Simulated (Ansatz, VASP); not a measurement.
# One calculation of Rb2TcF6, two programs

File INCAR:

```
ALGO     = Normal         # electronic algorithm
EDIFF    = 1E-7           # SCF threshold, eV
ENCUT    = 520            # plane-wave cutoff, eV
GGA      = PE             # functional
ISIF     = 2              # what is computed and relaxed
ISMEAR   = 0              # smearing method
LASPH    = T              # aspherical terms in the spheres
LCHARG   = F              # write CHGCAR
LREAL    = F              # projectors in reciprocal space
LWAVE    = F              # write WAVECAR
NBANDS   = 46             # bands
NELM     = 60             # most SCF steps
PREC     = Accurate       # precision mode
SIGMA    = 0.05           # smearing width, eV
```

KPOINTS

```
k-points
0
Gamma
  6 6 8
```

Contents of POSCAR:

```
Rb2TcF6
1.0
    5.9490000000      0.0000000000      0.0000000000
   -2.9745000000      5.1519851271      0.0000000000
    0.0000000000      0.0000000000      4.7590000000
Rb Tc F
2 1 6
Direct
    0.3333333333      0.6666666667      0.3003000000
    0.6666666667      0.3333333333      0.6997000000
    0.0000000000      0.0000000000      0.0000000000
    0.3137000000      0.1568500000      0.2229000000
    0.8431500000      0.1568500000      0.2229000000
    0.8431500000      0.6863000000      0.2229000000
    0.1568500000      0.3137000000      0.7771000000
    0.1568500000      0.8431500000      0.7771000000
    0.6863000000      0.8431500000      0.7771000000
```

Input for Ansatz:

```yaml
crystal:
  lattice:
    - [5.949, 0.0, 0.0]
    - [-2.9745, 5.1519851271, 0.0]
    - [0.0, 0.0, 4.759]
  atoms:
    - { symbol: Rb, position: [0.3333333333, 0.6666666667, 0.3003] }
    - { symbol: Rb, position: [0.6666666667, 0.3333333333, 0.6997] }
    - { symbol: Tc, position: [0.0, 0.0, 0.0] }
    - { symbol: F, position: [0.3137, 0.15685, 0.2229] }
    - { symbol: F, position: [0.84315, 0.15685, 0.2229] }
    - { symbol: F, position: [0.84315, 0.6863, 0.2229] }
    - { symbol: F, position: [0.15685, 0.3137, 0.7771] }
    - { symbol: F, position: [0.15685, 0.84315, 0.7771] }
    - { symbol: F, position: [0.6863, 0.84315, 0.7771] }
basis:
  ecutwfc: 600
  fft_grid_basis: typed
kpoints:
  mp_grid: { grid: [6, 6, 8] }
hamiltonian:
  xc: pbe
  pseudopotentials: { kind: paw }
scf:
  occupations: { method: gaussian, width: 0.05 }
output:
  forces: true
  stress: true
  eigenvalues: true
  bader: true
  write_density: true
  volumetric_format: npy
  elf: true
```

Alike in both runs: task single point; functional PBE; k mesh 6 × 6 × 8; occupations gaussian, width 0.05 eV; no spin polarisation.

|  | VASP | Ansatz |
| --- | --- | --- |
| version | VASP 6.6.1 | Ansatz 0.2.0 |
| potentials or method | VASP PAW PBE potentials, release 64 (Rb_sv, Tc_pv, F), cutoff 520 eV | scalar-relativistic, plane waves, PAW |
| valence electrons in the cell | 73 | 75 |

|  | VASP | Ansatz | Ansatz less VASP |
| --- | --- | --- | --- |
| gap on the k mesh at the Fermi level (eV) | none | none | - |
| pressure (GPa) | 3.8 | 4.0 | +0.16 |
| rms of the force components (eV/Å) | 0.218 | 0.212 | -0.0061 |

Atom by atom the forces differ by 0.006 eV/Å (rms over components). A gap of «none» marks a metal or a gap that the smearing closes. With one functional, cell and mesh, what is left measures potentials, basis and numerics. VASP's potentials hold 73 valence electrons a cell and Ansatz's 75, so a difference there can come from the potentials and not from the codes.
